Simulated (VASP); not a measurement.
# CoO (Fm-3m) in VASP: single point with PBEsol+D3(BJ)

Aim: the single point of CoO with PBEsol+D3(BJ).

All numbers are computed with VASP 6.6.1; they aren't measurements. Logs are shortened: lines on timing, memory, paths and dates and some standing lists are left out, and cuts for length are marked.

### 1 The cell of the first run

Symmetry: Fm-3m, No. 225, cubic system. Conventional cell: a = 4.263 Å, b = 4.263 Å, c = 4.263 Å, α = 90.00°, β = 90.00°, γ = 90.00°. Co (site symmetry m-3m) has 6 O at 2.13 Å within 2.8 Å. O (site symmetry m-3m) has 6 Co at 2.13 Å within 2.8 Å.

### 2 Single point, PBEsol+D3(BJ), collinear spin, ferromagnetic start

The input, INCAR:

```
SYSTEM = CoO
ALGO = Normal
EDIFF = 1E-6
ENCUT = 520
GGA = PS
ISIF = 2
ISMEAR = -1
ISPIN = 2
IVDW = 12
LASPH = .TRUE.
LCHARG = .FALSE.
LMAXMIX = 4
LORBIT = 11
LREAL = .FALSE.
LWAVE = .FALSE.
MAGMOM = 1.8 0
NBANDS = 18
NELM = 150
PREC = Accurate
SIGMA = 0.2
```

The input, KPOINTS:

```
k-points
0
G
  14 14 14
  0 0 0
```

The input, POSCAR:

```
CoO
1.0
    3.0143960000      0.0000000000      0.0000000000
    1.5071980000      2.6105435131      0.0000000000
    1.5071980000      0.8701811710      2.4612440276
Co O
1 1
Direct
    0.0000000000      0.0000000000      0.0000000000
    0.5000000000      0.5000000000      0.5000000000
```

Potentials or basis: VASP PAW PBE potentials, release 64 (Co, O).

The run is started by

```
$ cat potpaw_PBE.64/Co/POTCAR potpaw_PBE.64/O/POTCAR > POTCAR
$ mpirun -np 1 vasp_std > vasp.out
```

OUTCAR:

```text
SYSTEM = CoO
   EDIFF = 1E-6
   ENCUT = 520
   GGA = PS
   ISIF = 2
   ISMEAR = -1
   ISPIN = 2
   IVDW = 12
   LASPH = .TRUE.
   LORBIT = 11
   LREAL = .FALSE.
   NELM = 150
   PREC = Accurate
 IVDW          = 12

 ion  position               nearest neighbor table
   1  0.000  0.000  0.000-   2 2.13   2 2.13   2 2.13   2 2.13   2 2.13   2 2.13
   2  0.500  0.500  0.500-   1 2.13   1 2.13   1 2.13   1 2.13   1 2.13   1 2.13

  LATTYP: Found a face centered cubic cell.
 ALAT       =     4.2629997056

  Lattice vectors:

 A1 = (   3.0143960000,   0.0000000000,   0.0000000000)
 A2 = (   1.5071980000,   2.6105435131,   0.0000000000)
 A3 = (   1.5071980000,   0.8701811710,   2.4612440276)

Analysis of symmetry for initial positions (statically):
=====================================================================
 Subroutine PRICEL returns:
 Original cell was already a primitive cell.

 Routine SETGRP: Setting up the symmetry group for a
 face centered cubic supercell.

 Subroutine GETGRP returns: Found 48 space group operations
 (whereof 48 operations were pure point group operations)
 out of a pool of 48 trial point group operations.

The static configuration has the point symmetry O_h .

Analysis of symmetry for dynamics (positions and initial velocities):
=====================================================================
 Subroutine PRICEL returns:
 Original cell was already a primitive cell.

 Routine SETGRP: Setting up the symmetry group for a
 face centered cubic supercell.

 Subroutine GETGRP returns: Found 48 space group operations
 (whereof 48 operations were pure point group operations)
 out of a pool of 48 trial point group operations.

The dynamic configuration has the point symmetry O_h .

Analysis of structural, dynamic, and magnetic symmetry:
=====================================================================
 Subroutine PRICEL returns:
 Original cell was already a primitive cell.

 Routine SETGRP: Setting up the symmetry group for a
 face centered cubic supercell.

 Subroutine GETGRP returns: Found 48 space group operations
 (whereof 48 operations were pure point group operations)
 out of a pool of 48 trial point group operations.

The overall configuration has the point symmetry O_h .

 Subroutine INISYM returns: Found 48 space group operations
 (whereof 48 operations are pure point group operations),
 and found     1 'primitive' translations

----------------------------------------------------------------------------------------

                                     Primitive cell

  volume of cell :      19.3681

  direct lattice vectors                    reciprocal lattice vectors
     3.014396000  0.000000000  0.000000000     0.331741417 -0.191530996 -0.135432866
     1.507198000  2.610543513  0.000000000     0.000000000  0.383061993 -0.135432866
     1.507198000  0.870181171  2.461244028     0.000000000  0.000000000  0.406298599

  length of vectors
     3.014396000  3.014396000  3.014396000     0.406298599  0.406298599  0.406298599

  position of ions in fractional coordinates (direct lattice)
     0.000000000  0.000000000  0.000000000
     0.500000000  0.500000000  0.500000000

  ion indices of the primitive-cell ions
   primitive index   ion index
                 1           1
                 2           2

----------------------------------------------------------------------------------------

 KPOINTS: k-points

Automatic generation of k-mesh.
 Grid dimensions read from file:
 generate k-points for:   14   14   14

 Generating k-lattice:

  Cartesian coordinates                     Fractional coordinates (reciprocal lattice)
     0.023695815 -0.013680785 -0.009673776     0.071428571  0.000000000  0.000000000
     0.000000000  0.027361571 -0.009673776     0.000000000  0.071428571  0.000000000
     0.000000000  0.000000000  0.029021328     0.000000000  0.000000000  0.071428571

  Length of vectors
     0.029021328  0.029021328  0.029021328

  Shift w.r.t. Gamma in fractional coordinates (k-lattice)
     0.000000000  0.000000000  0.000000000

 Subroutine IBZKPT returns following result:
 ===========================================

 Found    104 irreducible k-points:

 Following reciprocal coordinates:
            Coordinates               Weight
  0.000000  0.000000  0.000000      1.000000
  0.071429  0.000000  0.000000      8.000000
  0.142857  0.000000 -0.000000      8.000000
  0.214286 -0.000000  0.000000      8.000000
  0.285714  0.000000  0.000000      8.000000
  0.357143 -0.000000 -0.000000      8.000000
[... 16 lines left out ...]
  0.214286  0.142857 -0.000000     24.000000
  0.285714  0.142857  0.000000     24.000000
 [... further k-points ...]
   k-points           NKPTS =    104   k-points in BZ     NKDIM =    104   number of bands    NBANDS=     18
   number of dos      NEDOS =    301   number of ions     NIONS =      2
   total plane-waves  NPLWV =  13824
   dimension x,y,z NGX =    24 NGY =   24 NGZ =   24
   dimension x,y,z NGXF=    48 NGYF=   48 NGZF=   48
   ions per type =               1   1
   NGX,Y,Z   is equivalent  to a cutoff of  13.24, 13.24, 13.24 a.u.
   NGXF,Y,Z  is equivalent  to a cutoff of  26.47, 26.47, 26.47 a.u.
 SYSTEM =  CoO
   PREC   = accura    normal or accurate (medium, high low for compatibility)
   ISTART =      0    job   : 0-new  1-cont  2-samecut
   ICHARG =      2    charge: 1-file 2-atom 10-const
   ISPIN  =      2    spin polarized calculation?
   LNONCOLLINEAR =      F non collinear calculations
   LSORBIT =      F    spin-orbit coupling
   LASPH  =      T    aspherical Exc in radial PAW
   ENCUT  =  520.0 eV  38.22 Ry    6.18 a.u.   5.60  5.60  5.60*2*pi/ulx,y,z
   NELM   =    150;   NELMIN=  2; NELMDL= -5     # of ELM steps
   EDIFF  = 0.1E-05   stopping-criterion for ELM
   LREAL  =      F    real-space projection
   EDIFFG = 0.1E-04   stopping-criterion for IOM
   NSW    =      0    number of steps for IOM
   IBRION =     -1    ionic relax: 0-MD 1-quasi-New 2-CG
   NFREE  =      0    steps in history (QN), initial steepest desc. (CG)
   ISIF   =      2    stress and relaxation
   ISYM   =      2    0-nonsym 1-usesym 2-fastsym
   POTIM  = 0.5000    time-step for ionic-motion
   TEBEG  =    0.0;   TEEND  =   0.0 temperature during run
   PSTRESS=    0.0 pullay stress
   NELECT =      15.0000    total number of electrons
   NUPDOWN=      -1.0000    fix difference up-down
   EMIN   =  10.00;   EMAX   =-10.00  energy-range for DOS
   EFERMI =   0.00;   METHOD = LEGACY
   ISMEAR =    -1;   SIGMA  =   0.20  broadening in eV -4-tet -1-fermi 0-gaus
   EFERMI_NEDOS =   21; number of points for ismear=-14 and -15
   IALGO  =     38    algorithm
   IMIX   =      4    mixing-type and parameters
     AMIX     =   0.40;   BMIX     =  1.00
     AMIX_MAG =   1.60;   BMIX_MAG =  1.00
  volume/ion in A,a.u.               =       9.68        65.35
  Fermi-wavevector in a.u.,A,eV,Ry     =   1.503407  2.841028 30.752338  2.260233
  Thomas-Fermi vector in A             =   2.614521
   LORBIT       =     11    0 simple, 1 ext, 2 COOP (PROOUT), +10 PAW based schemes
   GGA     = PS    functional components
   LHFCALC =     F    Hartree Fock is set to
   AEXX    =    0.0000 exact exchange contribution
   IVDW    =    12    specifies the selected vdW correction
   LEPSILON=     F    determine dielectric tensor
   LRPA    =     F    only Hartree local field effects (RPA)
 spin polarized calculation
  energy-cutoff  :      520.00
  volume of cell :       19.37
 maximum number of plane-waves:       544
   NGX = 11   NGY = 11   NGZ = 11

 number of electron      15.0000007 magnetization       2.7676042

 Free energy of the ion-electron system (eV)
  ---------------------------------------------------
  ext. energy  EPLUGINS =         0.00000000
  ---------------------------------------------------
  free energy    TOTEN  =       -14.15396632 eV

  energy without entropy =      -13.79907148  energy(sigma->0) =      -13.97651890

 E-fermi :   7.8236     XC(G=0): -12.6477

 val. band max:        7.8234337990   @ k =  -0.2857   0.2143   0.0000
 cond. band min:       7.8258867944   @ k =  -0.2857   0.2143   0.0000
 fundamental gap:      0.0024529955
 Fermi energy:         7.8235831464

 spin component 1

 k-point     1 :       0.0000    0.0000    0.0000
  band No.  band energies     occupation
      1     -12.4296      1.00000
      2       4.5614      1.00000
      3       4.5614      1.00000
      4       4.5614      1.00000
      5       4.6427      1.00000
      6       4.6427      1.00000
[... 10 lines left out ...]
     17      29.0516      0.00000
     18      32.4963      0.00000

 k-point     2 :       0.0714    0.0000    0.0000
  band No.  band energies     occupation
      1     -12.3759      1.00000
      2       3.9455      1.00000
      3       3.9455      1.00000
      4       3.9626      1.00000
      5       4.7928      1.00000
      6       4.7928      1.00000
[... 10 lines left out ...]
     17      29.7640      0.00000
     18      33.3658      0.00000

 k-point     3 :       0.1429    0.0000   -0.0000
  band No.  band energies     occupation
      1     -12.2219      1.00000
      2       3.0010      1.00000
      3       3.3360      1.00000
      4       3.3360      1.00000
      5       4.8932      1.00000
      6       4.8932      1.00000
[... 412 lines left out ...]
 k-point    23 :       0.2143    0.1429   -0.0000
  band No.  band energies     occupation
      1     -11.9996      1.00000
      2       1.7556      1.00000
      3       3.3824      1.00000
      4       3.4571      1.00000
      5       4.6316      1.00000
      6       4.8914      1.00000
[... 10 lines left out ...]
     17      33.5916      0.00000
     18      34.5276      0.00000

 k-point    24 :       0.2857    0.1429    0.0000
  band No.  band energies     occupation
      1     -11.7768      1.00000
      2       1.2170      1.00000
      3       2.7438      1.00000
      4       2.9724      1.00000
      5       4.7615      1.00000
      6       5.1563      1.00000
[... 10 lines left out ...]
     17      35.4966      0.00000
     18      36.3237      0.00000

 [... further k-points ...]

 spin component 2

 k-point     1 :       0.0000    0.0000    0.0000
  band No.  band energies     occupation
      1     -11.9613      1.00000
      2       5.0857      1.00000
      3       5.0857      1.00000
      4       5.0857      1.00000
      5       6.7120      0.99616
      6       6.7120      0.99616
[... 10 lines left out ...]
     17      29.9629      0.00000
     18      33.2859      0.00000

 k-point     2 :       0.0714    0.0000    0.0000
  band No.  band energies     occupation
      1     -11.9065      1.00000
      2       4.6175      1.00000
      3       4.8921      1.00000
      4       4.8921      1.00000
      5       6.7786      0.99465
      6       6.7786      0.99465
[... 10 lines left out ...]
     17      30.5889      0.00000
     18      34.1843      0.00000

 k-point     3 :       0.1429    0.0000   -0.0000
  band No.  band energies     occupation
      1     -11.7492      1.00000
      2       3.6465      1.00000
      3       4.4678      1.00000
      4       4.4678      1.00000
      5       6.9260      0.98888
      6       6.9261      0.98888
[... 412 lines left out ...]
 k-point    23 :       0.2143    0.1429   -0.0000
  band No.  band energies     occupation
      1     -11.5201      1.00000
      2       2.6321      1.00000
      3       4.2284      1.00000
      4       4.3162      1.00000
      5       6.4831      0.99877
      6       7.4404      0.87171
[... 10 lines left out ...]
     17      34.2626      0.00000
     18      35.3162      0.00000

 k-point    24 :       0.2857    0.1429    0.0000
  band No.  band energies     occupation
      1     -11.2907      1.00000
      2       1.9686      1.00000
      3       3.7214      1.00000
      4       3.9646      1.00000
      5       6.6305      0.99744
      6       7.5468      0.79962
[... 10 lines left out ...]
     17      35.9986      0.00000
     18      37.0584      0.00000

 [... further k-points ...]

------------------------ aborting loop because EDIFF is reached ----------------------------------------

 Edisp (eV)   -0.43304

 E8    (eV) :    -0.2651

  FORCE on cell =-STRESS in cart. coord.  units (eV):
  Direction    XX          YY          ZZ          XY          YZ          ZX
  --------------------------------------------------------------------------------------
  -------------------------------------------------------------------------------------
  Total      -1.81020    -1.81020    -1.81020    -0.00000     0.00000    -0.00000
  in kB    -149.74474  -149.74474  -149.74474    -0.00000     0.00000    -0.00000
  external pressure =     -149.74 kB  Pullay stress =        0.00 kB

 VOLUME and BASIS-vectors are now :
 -----------------------------------------------------------------------------
  energy-cutoff  :      520.00
  volume of cell :       19.37
      direct lattice vectors                 reciprocal lattice vectors
     3.014396000  0.000000000  0.000000000     0.331741417 -0.191530996 -0.135432866
     1.507198000  2.610543513  0.000000000     0.000000000  0.383061993 -0.135432866
     1.507198000  0.870181171  2.461244028     0.000000000  0.000000000  0.406298599

 POSITION                                       TOTAL-FORCE (eV/Angst)
 -----------------------------------------------------------------------------------
      0.00000      0.00000      0.00000         0.000000     -0.000000      0.000000
      3.01440      1.74036      1.23062        -0.000000      0.000000      0.000000
 -----------------------------------------------------------------------------------
    total drift:                               -0.000000      0.000000     -0.000000

  FREE ENERGIE OF THE ION-ELECTRON SYSTEM (eV)
  ---------------------------------------------------
  free  energy   TOTEN  =       -14.5870099195 eV

  energy  without entropy=      -14.2321150743  energy(sigma->0) =      -14.40956250

 total charge

# of ion       s       p       d       tot
------------------------------------------
    1        0.296   0.357   7.157   7.810
    2        1.552   3.391   0.000   4.943
--------------------------------------------------
tot          1.848   3.748   7.157  12.753

 magnetization (x)

# of ion       s       p       d       tot
------------------------------------------
    1        0.019   0.017   2.412   2.448
    2        0.028   0.240   0.000   0.267
--------------------------------------------------
tot          0.047   0.257   2.412   2.716
```

It took 93 s on 1 thread of AMD EPYC 7R13, shared host; peak memory 0.17 GiB.

What came out:

```yaml
Free_energy: -14.5870 eV
Pressure: -15.0 GPa
Net_moment: 2.77 μB per cell
Site_moments: Co +2.45; O +0.27 μB
Valence_electrons_inside_the_program's_atomic_spheres: Co 7.81; O 4.94
Dispersion_energy_per_atom: -0.217 eV
```

Levels at points of the mesh, in eV from the Fermi level:
Spin up:
```tsv
k point	band 6	band 7	band 8	band 9	band 10	band 11	band 12	band 13
(0.00, 0.00, 0.00)	-3.18	-3.05	-3.05	-3.05	0.80	16.52	17.88	17.88
(0.50, 0.00, 0.00)	-2.31	-1.78	0.11	0.11	4.81	9.14	13.18	13.18
(0.50, 0.50, 0.00)	-2.82	-2.32	-2.02	-2.02	5.66	9.57	11.44	15.50
```
Spin down:
```
           k point  band 3  band 4  band 5  band 6  band 7  band 8  band 9  band 10
(0.00, 0.00, 0.00)   -2.74   -2.74   -1.11   -1.11   -1.11   -0.17   -0.17     1.33
(0.50, 0.00, 0.00)   -4.80   -4.80   -0.13   -0.13    0.16    2.48    2.48     5.12
(0.50, 0.50, 0.00)   -3.99   -3.99   -2.26    0.14    0.14    0.30    0.76     6.47
```

Caveat: the cell stands under tension; the PAW data sets were made with another functional, which shifts forces and pressure a little; a cell with one magnetic atom can't hold antiferromagnetic order, which such compounds often take; semilocal functionals often make such compounds metallic where correlation or magnetic order opens a gap, which also shifts bond lengths. With open d or f shells a metallic result of PBEsol can be an artefact of self-interaction; +U or a hybrid may open a gap.
